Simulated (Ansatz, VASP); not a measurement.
## B3Sb2P: VASP beside Ansatz

```
CELL_PARAMETERS angstrom
5.29256 0.00000 0.00000
0.00000 5.29256 0.00000
0.00000 0.00000 4.67508
ATOMIC_POSITIONS crystal
B 0.50000 0.50000 0.00000
B 0.50000 0.50000 0.66584
B 0.50000 0.50000 0.33416
Sb 0.00000 0.50000 0.50000
Sb 0.50000 0.00000 0.50000
P 0.00000 0.00000 0.50000
```

Alike in both runs: functional PBE; k mesh 4 × 4 × 4; occupations gaussian, width 0.1 eV; no spin polarisation.

Ansatz relaxed the structure, and its values are those at the end. VASP's run is a single point on that final structure, the one shown.

|  | VASP | Ansatz |
| --- | --- | --- |
| version | VASP 6.6.1 | Ansatz 0.2.0 |
| potentials or method | VASP PAW PBE potentials, release 64 (B, Sb, P), cutoff 520 eV | scalar-relativistic, plane waves, PAW |
| valence electrons in the cell | 24 | 44 |

|  | VASP | Ansatz | Ansatz less VASP |
| --- | --- | --- | --- |
| gap on the k mesh at the Fermi level (eV) | none | none | - |
| pressure (GPa) | 0.1 | 0.1 | +0.06 |

A gap of «none» marks a metal or a gap that the smearing closes. VASP's potentials hold 24 valence electrons a cell and Ansatz's 44, so a difference there can come from the potentials and not from the codes.

Spin-orbit coupling is off throughout.
